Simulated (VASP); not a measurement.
Al3S4I:

```
CELL_PARAMETERS angstrom
-3.68383 -0.04806 0.05631
1.65006 7.44199 -0.07065
0.12559 -0.36018 -9.40181
ATOMIC_POSITIONS crystal
Al 0.06477 0.41123 0.83076
Al 0.63528 0.63488 0.49327
Al 0.99139 0.40507 0.15592
S 0.85719 0.22423 0.00297
S 0.50962 0.41210 0.67415
S 0.21116 0.80341 0.51271
S 0.55621 0.39161 0.31530
I 0.17438 0.71747 0.01492
```

```yaml
Program: VASP 6.6.1
Task: relaxation of cell and atoms
Functional: PBE
Potentials_or_basis: VASP PAW PBE potentials, release 64 (Al, S, I)
Cutoff: 600 eV
k_mesh: 4 × 2 × 2
Occupations: gaussian, width 0.1 eV
Spin: no spin polarisation
```

At the start: pressure 0.5 GPa; volume 32.13 Å³/atom.

Where does the relaxation end?

Over 34 steps the energy falls by 137.5 meV/atom and the volume is 32.05 Å³/atom (-0.2 %); space group P1 (No. 1, to 0.1 Å) before and after.

The path:
```tsv
step	energy change (eV)	largest force (eV/Å)	pressure (GPa)	volume (Å³)
1	0.0000	5.7660	0.53	257.01
2	-0.2560	2.4531	-1.97	260.75
3	-0.7112	1.3169	-1.56	258.80
4	-0.9496	0.4338	0.04	248.87
5	-0.9539	0.4510	0.35	247.44
6	-1.0027	0.3063	0.14	248.46
7	-1.0050	0.4445	0.10	248.73
8	-1.0395	0.2752	-0.08	249.94
9	-1.0540	0.3846	-0.29	251.42
10	-1.0729	0.2433	0.21	249.93
11	-1.0730	0.2531	0.23	249.87
12	-1.0809	0.2057	-0.03	251.19
13	-1.0809	0.1870	-0.01	251.09
14	-1.0858	0.1381	-0.02	251.50
15	-1.0873	0.1339	-0.02	251.88
16	-1.0912	0.0842	0.09	252.00
17	-1.0917	0.0913	0.14	252.05
18	-1.0945	0.0714	-0.02	253.12
19	-1.0949	0.0720	-0.12	253.81
20	-1.0966	0.0590	-0.02	253.58
21	-1.0970	0.0861	0.05	253.41
22	-1.0978	0.0652	0.02	253.70
23	-1.0978	0.0642	0.02	253.69
24	-1.0984	0.0445	0.01	254.00
25	-1.0984	0.0517	0.01	254.11
26	-1.0988	0.0439	-0.01	254.45
27	-1.0989	0.0612	-0.02	254.83
28	-1.0989	0.0456	-0.02	254.67
29	-1.0993	0.0330	0.02	254.78
30	-1.0993	0.0336	0.05	254.84
31	-1.0996	0.0356	-0.01	255.38
32	-1.0997	0.0525	-0.05	255.81
33	-1.0999	0.0432	-0.04	255.96
34	-1.1003	0.0219	-0.01	256.38
```

Final structure:
```
Al S I
1.0
    -3.71870   -0.09902    0.00137
     1.76554    7.54210   -0.02009
    -0.00246   -0.39343   -9.19755
Al S I
3 4 1
Direct
  0.02160 0.42373 0.83211
  0.62647 0.62240 0.50234
  0.02068 0.42030 0.16451
  0.91030 0.21282 0.99010
  0.51691 0.41388 0.68684
  0.21199 0.78420 0.50463
  0.51275 0.40653 0.30922
  0.17929 0.71613 0.01025
```

Caveat: the k points lie up to 0.44 Å⁻¹ apart in the final cell.
